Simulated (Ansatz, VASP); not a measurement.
## One calculation of Zr, two programs

```
CELL_PARAMETERS angstrom
-1.31720 1.31720 1.31720
1.31720 -1.31720 1.31720
1.31720 1.31720 -1.31720
ATOMIC_POSITIONS crystal
Zr 0.00000 0.00000 0.00000
```

Change from the starting cell: volume scaled by 0.4, LAPW.

Alike in both runs: task single point; functional PBE; k mesh 16 × 16 × 16; occupations fermi-dirac, width 0.05 eV; no spin polarisation.

|  | VASP | Ansatz |
| --- | --- | --- |
| version | VASP 6.6.1 | Ansatz 0.2.0 |
| potentials or method | VASP PAW PBE potentials, release 64 (Zr_sv), cutoff 520 eV | all-electron LAPW, scalar-relativistic |

|  | VASP | Ansatz | Ansatz less VASP |
| --- | --- | --- | --- |
| pressure (GPa) | 411.0 | 405.1 | -5.89 |

Both programs put the cell under a high pressure, so it lies far from rest at this level. Ansatz ran all-electron here, and VASP with PAW potentials.

Noted on VASP's run: the cell as given lies far from equilibrium.
